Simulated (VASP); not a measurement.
# Si16Ge (a cell with a defect) in VASP: notebook

The runs below take Si16Ge (a cell with a defect) through single point, with PBE.

Everything below comes from runs of VASP 6.6.1. Logs are shortened: lines on timing, memory, paths and dates and some standing lists are left out, and cuts for length are marked.

## 1. The cell of the first run

The cell holds a defect, 17 atoms: a = 7.679 Å, b = 7.679 Å, c = 7.679 Å, α = 60.00°, β = 60.00°, γ = 60.00°.

## 2. Single point, PBE

The input, INCAR:

```
SYSTEM = Si16Ge
PREC = Accurate ; ENCUT = 520
EDIFF = 1E-6 ; ISMEAR = 0
SIGMA = 0.05 ; LREAL = Auto
LASPH = .True. ; NELM = 80
ALGO = Normal ; ISIF = 2
LWAVE = .False. ; LCHARG = .False.
GGA = PE ; NBANDS = 53
```

The input, KPOINTS:

```
Automatic mesh
0
Gamma
  2 2 2
  0 0 0
```

The input, POSCAR:

```
Si16Ge
1.0
    0.0000000000      5.4300000000      5.4300000000
    5.4300000000      0.0000000000      5.4300000000
    5.4300000000      5.4300000000      0.0000000000
Si Ge
16 1
Direct
    0.0128547809     -0.0358012684      0.0131108953
    0.1274849799      0.1065216427      0.1281171983
    0.0180224407     -0.0024127393      0.4984145343
    0.1589196845      0.1132007301      0.6137401337
   -0.0250603014      0.4748695145     -0.0250156145
    0.1015034377      0.6012230470      0.1023610670
    0.0119229893      0.5117657233      0.4657824459
    0.1275992330      0.6273613839      0.6066141056
    0.4978340518     -0.0024086133      0.0181950977
    0.6127118438      0.1126318704      0.1600066298
    0.5226426933      0.0223333807      0.5234484013
    0.6492921504      0.1492463735      0.6495042885
    0.4645882594      0.5124802727      0.0129028814
    0.6065751576      0.6272624469      0.1281335536
    0.4978068788      0.5179796269      0.4983919262
    0.6135526306      0.6584933908      0.6140010913
    0.8131032899      0.3122734176      0.8153919648
```

Potentials or basis: VASP PAW PBE potentials, release 64 (Si, Ge_d).

The run is started by

```sh
$ cat potpaw_PBE.64/Si/POTCAR potpaw_PBE.64/Ge_d/POTCAR > POTCAR
$ mpirun -np 1 vasp_std > vasp.out
```

OUTCAR:

```text
SYSTEM = Si16Ge
   PREC = Accurate
   ENCUT = 520
   EDIFF = 1E-6
   ISMEAR = 0
   LREAL = Auto
   LASPH = .True.
   NELM = 80
   ISIF = 2
   GGA = PE

 ion  position               nearest neighbor table
   1  0.013  0.964  0.013-   6 2.32   2 2.34  17 2.44   4 2.51  10 2.52
   2  0.127  0.107  0.128-   3 2.33   9 2.33   1 2.34   5 2.34
   3  0.018  0.998  0.498-   8 2.33   2 2.33   4 2.33  12 2.34
   4  0.159  0.113  0.614-  11 2.32   3 2.33  17 2.45   7 2.51   1 2.51
   5  0.975  0.475  0.975-   8 2.34  14 2.34   2 2.34   6 2.38
   6  0.102  0.601  0.102-   1 2.32  13 2.32   7 2.32   5 2.38
   7  0.012  0.512  0.466-   6 2.32   8 2.34  17 2.45  16 2.51   4 2.51
   8  0.128  0.627  0.607-  15 2.33   3 2.33   7 2.34   5 2.34
   9  0.498  0.998  0.018-  14 2.33   2 2.33  10 2.33  12 2.34
  10  0.613  0.113  0.160-  11 2.32   9 2.33  17 2.44  13 2.51   1 2.52
  11  0.523  0.022  0.523-  10 2.32   4 2.32  16 2.32  12 2.38
  12  0.649  0.149  0.650-  15 2.34   3 2.34   9 2.34  11 2.38
  13  0.465  0.512  0.013-   6 2.32  14 2.34  17 2.45  16 2.51  10 2.51
  14  0.607  0.627  0.128-  15 2.33   9 2.33  13 2.34   5 2.34
  15  0.498  0.518  0.498-   8 2.33  14 2.33  16 2.33  12 2.34
  16  0.614  0.658  0.614-  11 2.32  15 2.33  17 2.45   7 2.51  13 2.51
  17  0.813  0.312  0.815-  10 2.44   1 2.44   4 2.45  13 2.45  16 2.45   7 2.45

  LATTYP: Found a face centered cubic cell.
 ALAT       =    10.8600000000

  Lattice vectors:

 A1 = (   0.0000000000,   5.4300000000,   5.4300000000)
 A2 = (   5.4300000000,   0.0000000000,   5.4300000000)
 A3 = (   5.4300000000,   5.4300000000,   0.0000000000)

Analysis of symmetry for initial positions (statically):
=====================================================================
 Subroutine PRICEL returns:
 Original cell was already a primitive cell.

 Routine SETGRP: Setting up the symmetry group for a
 face centered cubic supercell.

 Subroutine GETGRP returns: Found  1 space group operations
 (whereof  1 operations were pure point group operations)
 out of a pool of 48 trial point group operations.

The static configuration has the point symmetry C_1 .

Analysis of symmetry for dynamics (positions and initial velocities):
=====================================================================
 Subroutine PRICEL returns:
 Original cell was already a primitive cell.

 Routine SETGRP: Setting up the symmetry group for a
 face centered cubic supercell.

 Subroutine GETGRP returns: Found  1 space group operations
 (whereof  1 operations were pure point group operations)
 out of a pool of 48 trial point group operations.

The dynamic configuration has the point symmetry C_1 .

 Subroutine INISYM returns: Found  1 space group operations
 (whereof  1 operations are pure point group operations),
 and found     1 'primitive' translations

----------------------------------------------------------------------------------------

                                     Primitive cell

  volume of cell :     320.2060

  direct lattice vectors                    reciprocal lattice vectors
     0.000000000  5.430000000  5.430000000    -0.092081031  0.092081031  0.092081031
     5.430000000  0.000000000  5.430000000     0.092081031 -0.092081031  0.092081031
     5.430000000  5.430000000  0.000000000     0.092081031  0.092081031 -0.092081031

  length of vectors
     7.679179644  7.679179644  7.679179644     0.159489025  0.159489025  0.159489025

  position of ions in fractional coordinates (direct lattice)
     0.012854781  0.964198732  0.013110895
     0.127484980  0.106521643  0.128117198
     0.018022441  0.997587261  0.498414534
     0.158919684  0.113200730  0.613740134
     0.974939699  0.474869514  0.974984386
     0.101503438  0.601223047  0.102361067
[... 9 lines left out ...]
     0.613552631  0.658493391  0.614001091
     0.813103290  0.312273418  0.815391965

  ion indices of the primitive-cell ions
   primitive index   ion index
                 1           1
                 2           2
                 3           3
                 4           4
                 5           5
                 6           6
[... 9 lines left out ...]
                16          16
                17          17

----------------------------------------------------------------------------------------

 KPOINTS: Automatic mesh

Automatic generation of k-mesh.
 Grid dimensions read from file:
 generate k-points for:    2    2    2

 Generating k-lattice:

  Cartesian coordinates                     Fractional coordinates (reciprocal lattice)
    -0.046040516  0.046040516  0.046040516     0.500000000  0.000000000  0.000000000
     0.046040516 -0.046040516  0.046040516     0.000000000  0.500000000  0.000000000
     0.046040516  0.046040516 -0.046040516     0.000000000  0.000000000  0.500000000

  Length of vectors
     0.079744512  0.079744512  0.079744512

  Shift w.r.t. Gamma in fractional coordinates (k-lattice)
     0.000000000  0.000000000  0.000000000

 Subroutine IBZKPT returns following result:
 ===========================================

 Found      8 irreducible k-points:

 Following reciprocal coordinates:
            Coordinates               Weight
  0.000000  0.000000  0.000000      1.000000
  0.500000  0.000000  0.000000      1.000000
  0.000000  0.500000  0.000000      1.000000
  0.000000  0.000000  0.500000      1.000000
  0.500000  0.500000  0.500000      1.000000
  0.500000  0.500000  0.000000      1.000000
  0.000000  0.500000  0.500000      1.000000
  0.500000  0.000000  0.500000      1.000000
   k-points           NKPTS =      8   k-points in BZ     NKDIM =      8   number of bands    NBANDS=     53
   number of dos      NEDOS =    301   number of ions     NIONS =     17
   total plane-waves  NPLWV = 216000
   dimension x,y,z NGX =    60 NGY =   60 NGZ =   60
   dimension x,y,z NGXF=   120 NGYF=  120 NGZF=  120
   ions per type =              16   1
   NGX,Y,Z   is equivalent  to a cutoff of  12.99, 12.99, 12.99 a.u.
   NGXF,Y,Z  is equivalent  to a cutoff of  25.98, 25.98, 25.98 a.u.
 SYSTEM =  Si16Ge
   PREC   = accura    normal or accurate (medium, high low for compatibility)
   ISTART =      0    job   : 0-new  1-cont  2-samecut
   ICHARG =      2    charge: 1-file 2-atom 10-const
   ISPIN  =      1    spin polarized calculation?
   LNONCOLLINEAR =      F non collinear calculations
   LSORBIT =      F    spin-orbit coupling
   LASPH  =      T    aspherical Exc in radial PAW
   ENCUT  =  520.0 eV  38.22 Ry    6.18 a.u.  14.28 14.28 14.28*2*pi/ulx,y,z
   NELM   =     80;   NELMIN=  2; NELMDL= -5     # of ELM steps
   EDIFF  = 0.1E-05   stopping-criterion for ELM
   LREAL  =      T    real-space projection
   EDIFFG = 0.1E-04   stopping-criterion for IOM
   NSW    =      0    number of steps for IOM
   IBRION =     -1    ionic relax: 0-MD 1-quasi-New 2-CG
   NFREE  =      0    steps in history (QN), initial steepest desc. (CG)
   ISIF   =      2    stress and relaxation
   ISYM   =      2    0-nonsym 1-usesym 2-fastsym
   POTIM  = 0.5000    time-step for ionic-motion
   TEBEG  =    0.0;   TEEND  =   0.0 temperature during run
   PSTRESS=    0.0 pullay stress
   NELECT =      78.0000    total number of electrons
   NUPDOWN=      -1.0000    fix difference up-down
   EMIN   =  10.00;   EMAX   =-10.00  energy-range for DOS
   EFERMI =   0.00;   METHOD = LEGACY
   ISMEAR =     0;   SIGMA  =   0.05  broadening in eV -4-tet -1-fermi 0-gaus
   EFERMI_NEDOS =   21; number of points for ismear=-14 and -15
   IALGO  =     38    algorithm
   IMIX   =      4    mixing-type and parameters
     AMIX     =   0.40;   BMIX     =  1.00
     AMIX_MAG =   1.60;   BMIX_MAG =  1.00
  volume/ion in A,a.u.               =      18.84       127.11
  Fermi-wavevector in a.u.,A,eV,Ry     =   1.022421  1.932096 14.222785  1.045345
  Thomas-Fermi vector in A             =   2.156100
   LORBIT       =      0    0 simple, 1 ext, 2 COOP (PROOUT), +10 PAW based schemes
   GGA     = PE    functional components
   LHFCALC =     F    Hartree Fock is set to
   AEXX    =    0.0000 exact exchange contribution
   IVDW    =     0    specifies the selected vdW correction
   LEPSILON=     F    determine dielectric tensor
   LRPA    =     F    only Hartree local field effects (RPA)
 non-spin polarized calculation
 Gauss-broadening in eV      SIGMA  =   0.05
  energy-cutoff  :      520.00
  volume of cell :      320.21
 maximum number of plane-waves:      8646
 NGX is ok and might be reduce to    60
   NGX = 29   NGY = 29   NGZ = 29

 number of electron      78.0000001 magnetization

 Free energy of the ion-electron system (eV)
  ---------------------------------------------------
  ext. energy  EPLUGINS =         0.00000000
  ---------------------------------------------------
  free energy    TOTEN  =       -86.35757312 eV

  energy without entropy =      -86.35660840  energy(sigma->0) =      -86.35709076

 E-fermi :   6.6323     XC(G=0):  -9.7736

 val. band max:        6.5572663431   @ k =   0.5000   0.5000   0.5000
 cond. band min:       6.7132547224   @ k =   0.0000   0.0000   0.0000
 fundamental gap:      0.1559883793
 Fermi energy:         6.6323020468

 k-point     1 :       0.0000    0.0000    0.0000
  band No.  band energies     occupation
      1     -17.9158      2.00000
      2     -17.9157      2.00000
      3     -17.7861      2.00000
      4     -17.7860      2.00000
      5     -17.7804      2.00000
      6      -6.3390      2.00000
[... 43 lines left out ...]
     50       8.6102      0.00000
     51       8.8294      0.00000

 k-point     2 :       0.5000    0.0000    0.0000
  band No.  band energies     occupation
      1     -17.9158      2.00000
      2     -17.9157      2.00000
      3     -17.7861      2.00000
      4     -17.7861      2.00000
      5     -17.7804      2.00000
      6      -5.9117      2.00000
[... 43 lines left out ...]
     50       9.7415      0.00000
     51      10.1016      0.00000

 k-point     3 :       0.0000    0.5000    0.0000
  band No.  band energies     occupation
      1     -17.9158      2.00000
      2     -17.9157      2.00000
      3     -17.7861      2.00000
      4     -17.7861      2.00000
      5     -17.7804      2.00000
      6      -5.9117      2.00000
[... 43 lines left out ...]
     50       9.7416      0.00000
     51      10.1026      0.00000

 k-point     4 :       0.0000    0.0000    0.5000
  band No.  band energies     occupation
      1     -17.9158      2.00000
      2     -17.9157      2.00000
      3     -17.7861      2.00000
      4     -17.7861      2.00000
      5     -17.7804      2.00000
      6      -5.9119      2.00000
[... 43 lines left out ...]
     50       9.7418      0.00000
     51      10.1019      0.00000

 k-point     5 :       0.5000    0.5000    0.5000
  band No.  band energies     occupation
      1     -17.9158      2.00000
      2     -17.9157      2.00000
      3     -17.7861      2.00000
      4     -17.7861      2.00000
      5     -17.7804      2.00000
      6      -5.9875      2.00000
[... 43 lines left out ...]
     50       9.8340      0.00000
     51      10.0561      0.00000

 k-point     6 :       0.5000    0.5000    0.0000
  band No.  band energies     occupation
      1     -17.9158      2.00000
      2     -17.9157      2.00000
      3     -17.7861      2.00000
      4     -17.7860      2.00000
      5     -17.7804      2.00000
      6      -5.8022      2.00000
[... 43 lines left out ...]
     50      10.3809      0.00000
     51      10.4237      0.00000

 k-point     7 :       0.0000    0.5000    0.5000
  band No.  band energies     occupation
      1     -17.9158      2.00000
      2     -17.9157      2.00000
      3     -17.7861      2.00000
      4     -17.7861      2.00000
      5     -17.7804      2.00000
      6      -5.8020      2.00000
[... 43 lines left out ...]
     50      10.3827      0.00000
     51      10.4219      0.00000

 k-point     8 :       0.5000    0.0000    0.5000
  band No.  band energies     occupation
      1     -17.9158      2.00000
      2     -17.9157      2.00000
      3     -17.7861      2.00000
      4     -17.7860      2.00000
      5     -17.7804      2.00000
      6      -5.8021      2.00000
[... 43 lines left out ...]
     50      10.3827      0.00000
     51      10.4221      0.00000
 [bands above 51 left out]

------------------------ aborting loop because EDIFF is reached ----------------------------------------

  FORCE on cell =-STRESS in cart. coord.  units (eV):
  Direction    XX          YY          ZZ          XY          YZ          ZX
  --------------------------------------------------------------------------------------
  -------------------------------------------------------------------------------------
  Total       10.8364737     10.8388873     10.8464679     -1.2786998     -1.2874300     -1.2826982
  in kB       54.2211941     54.2332709     54.2712012     -6.3980804     -6.4417626     -6.4180870
  external PRESSURE =      54.2418887 kB  Pullay stress =       0.0000000 kB

 VOLUME and BASIS-vectors are now :
 -----------------------------------------------------------------------------
  energy-cutoff  :      520.00
  volume of cell :      320.21
      direct lattice vectors                 reciprocal lattice vectors
     0.000000000  5.430000000  5.430000000    -0.092081031  0.092081031  0.092081031
     5.430000000  0.000000000  5.430000000     0.092081031 -0.092081031  0.092081031
     5.430000000  5.430000000  0.000000000     0.092081031  0.092081031 -0.092081031

 POSITION                                       TOTAL-FORCE (eV/Angst)
 -----------------------------------------------------------------------------------
      5.30679      0.14099      5.30540         0.011264     -0.016424     -0.001114
      1.27409      1.38792      1.27066        -0.004865      0.003090      0.000506
      8.12329      2.80425      5.51476        -0.000527     -0.004629      0.001389
      3.94729      4.19554      1.47761         0.010650      0.002059     -0.009850
      7.87271     10.58809      7.87246         0.005325      0.008190     -0.006490
      3.82046      1.10698      3.81580         0.000992      0.001577     -0.001149
[... 9 lines left out ...]
      6.90965      6.66562      6.90721         0.000516      0.008540     -0.007373
      6.12322      8.84273      6.11080        -0.011450     -0.024878      0.026096
 -----------------------------------------------------------------------------------
    total drift:                                0.003099     -0.000372      0.004427

  FREE ENERGIE OF THE ION-ELECTRON SYSTEM (eV)
  ---------------------------------------------------
  free  energy   TOTEN  =       -86.3575731180 eV

  energy  without entropy=      -86.3566083960  energy(sigma->0) =      -86.35709076
```

Run time: 4.8 min. Hardware: 1 thread of AMD EPYC 7R13 (Zen 3), shared host; peak memory 0.46 GiB.

Results:

- Free energy: -86.3576 eV
- Pressure: 5.4 GPa
- Largest force: 0.038 eV/Å
- Band gap on the k mesh: 0.16 eV

Forces in eV/Å, atoms in the order of the input:
```
Si   0.011 -0.016 -0.001
Si  -0.005  0.003  0.001
Si  -0.001 -0.005  0.001
Si   0.011  0.002 -0.010
Si   0.005  0.008 -0.006
Si   0.001  0.002 -0.001
Si   0.002  0.005 -0.007
Si   0.005  0.003  0.000
Si   0.003  0.001 -0.004
Si  -0.005  0.000  0.018
Si  -0.002 -0.001 -0.003
Si   0.001  0.006 -0.007
Si  -0.013  0.012 -0.002
Si   0.002 -0.004  0.003
Si  -0.006  0.000 -0.001
Si   0.001  0.009 -0.007
Ge  -0.011 -0.025  0.026
```

Levels at points of the mesh, in eV from the valence-band top:
| k point | band 36 | band 37 | band 38 | band 39 | band 40 | band 41 | band 42 | band 43 |
| --- | --- | --- | --- | --- | --- | --- | --- | --- |
| (0.00, 0.00, 0.00) | -0.93 | -0.35 | -0.33 | -0.33 | 0.16 | 0.16 | 0.51 | 0.51 |
| (0.50, 0.00, 0.00) | -1.22 | -1.13 | -0.54 | -0.22 | 0.47 | 0.96 | 1.11 | 1.32 |
| (0.00, 0.50, 0.00) | -1.22 | -1.13 | -0.54 | -0.22 | 0.47 | 0.96 | 1.11 | 1.32 |
| (0.00, 0.00, 0.50) | -1.22 | -1.13 | -0.54 | -0.22 | 0.47 | 0.96 | 1.11 | 1.32 |
| (0.50, 0.50, 0.50) | -1.07 | -0.99 | -0.99 | 0.00 | 0.65 | 0.65 | 1.39 | 1.49 |
| (0.50, 0.50, 0.00) | -1.59 | -1.47 | -0.36 | -0.03 | 0.66 | 1.64 | 1.66 | 1.99 |
| (0.00, 0.50, 0.50) | -1.59 | -1.47 | -0.36 | -0.03 | 0.66 | 1.64 | 1.66 | 1.99 |
| (0.50, 0.00, 0.50) | -1.59 | -1.47 | -0.36 | -0.03 | 0.66 | 1.64 | 1.66 | 1.99 |

Caveat: the k points lie up to 0.50 Å⁻¹ apart.

## 3. Single point, PBE

The input, INCAR:

```
PREC = Accurate
ENCUT = 520
EDIFF = 1E-6
ISMEAR = 0
SIGMA = 0.05
LREAL = Auto
LASPH = True
NELM = 60
ALGO = Normal
ISIF = 2
LWAVE = False
LCHARG = True
GGA = PE
LELF = True
LVHAR = True
NBANDS = 53
```

The input, KPOINTS:

```
regular mesh
0
Gamma
  2 2 2
```

The input, POSCAR:

```
Si16Ge
1.0
    0.0000000000      5.4300000000      5.4300000000
    5.4300000000      0.0000000000      5.4300000000
    5.4300000000      5.4300000000      0.0000000000
Si Ge
16 1
Direct
   -0.0238689935      0.0725744413     -0.0244752988
    0.1280825933      0.1376343305      0.1274382856
    0.0183737226     -0.0143654352      0.4978642917
    0.1280752331      0.1376164649      0.6066089486
    0.0125586466      0.5095744790      0.0122320672
    0.1027161152      0.6929187275      0.1020530588
    0.0126092838      0.5095740670      0.4654020372
    0.1595907247      0.6137655490      0.6132540199
    0.4984993109     -0.0144332712      0.0178151911
    0.6071956823      0.1376788560      0.1274285671
    0.4984950306     -0.0143972384      0.4978516156
    0.6494350048      0.0526067178      0.6488591429
    0.4660112758      0.5096010107      0.0121272991
    0.6137207402      0.6137494808      0.1590046928
    0.5230760061      0.4317887769      0.5224280958
    0.6136523799      0.6137661927      0.6133204012
    0.8137931236      0.5597798405      0.8130647943
```

Potentials or basis: VASP PAW PBE potentials, release 64 (Si, Ge_d).

The run is started by

```sh
$ cat potpaw_PBE.64/Si/POTCAR potpaw_PBE.64/Ge_d/POTCAR > POTCAR
$ mpirun -np 1 vasp_std > vasp.out
```

It used 740 s of CPU time on 1 thread of AMD EPYC 7R13 Processor (Zen 3) (shared host).

The run converged. Its results:

```yaml
Free_energy: -86.3577 eV
Pressure: 5.5 GPa
Largest_force: 0.026 eV/Å
Band_gap_on_the_k_mesh: 0.14 eV
```

Forces in eV/Å, atoms in the order of the input:
```
Si   0.015 -0.015  0.014
Si  -0.014  0.001 -0.016
Si   0.004 -0.003  0.013
Si   0.000  0.014 -0.014
Si  -0.009  0.008 -0.004
Si   0.008 -0.005  0.002
Si  -0.008  0.007 -0.005
Si   0.016 -0.018  0.000
Si   0.014 -0.007  0.006
Si  -0.017  0.017 -0.003
Si   0.006 -0.014  0.005
Si  -0.015  0.015 -0.015
Si  -0.008  0.006 -0.010
Si   0.000 -0.014  0.017
Si  -0.005  0.008 -0.012
Si   0.013  0.002  0.018
Ge   0.002 -0.002  0.002
```

Stress tensor (GPa, compression positive):
```
 5.48  0.65 -0.65
 0.65  5.48  0.65
-0.65  0.65  5.48
```

Levels at points of the mesh, in eV from the valence-band top:
```
           k point  band 35  band 36  band 37  band 38  band 39  band 40  band 41  band 42  band 43  band 44
(0.00, 0.00, 0.00)    -1.20    -0.97    -0.37    -0.35    -0.35     0.14     0.14     0.49     0.49     0.98
(0.50, 0.00, 0.00)    -1.25    -1.23    -1.15    -0.56    -0.24     0.45     0.94     1.09     1.30     1.51
(0.00, 0.50, 0.00)    -1.08    -1.07    -1.02    -1.02     0.00     0.63     0.63     1.37     1.48     1.48
(0.00, 0.00, 0.50)    -1.25    -1.23    -1.15    -0.56    -0.24     0.45     0.94     1.09     1.30     1.51
(0.50, 0.50, 0.50)    -1.25    -1.23    -1.15    -0.56    -0.24     0.45     0.94     1.09     1.30     1.51
(0.50, 0.50, 0.00)    -1.70    -1.60    -1.49    -0.37    -0.05     0.65     1.62     1.65     1.98     2.10
(0.00, 0.50, 0.50)    -1.70    -1.60    -1.49    -0.37    -0.05     0.65     1.62     1.65     1.98     2.10
(0.50, 0.00, 0.50)    -1.70    -1.60    -1.49    -0.37    -0.05     0.65     1.62     1.65     1.98     2.10
```

Caveat: the k points lie up to 0.50 Å⁻¹ apart.
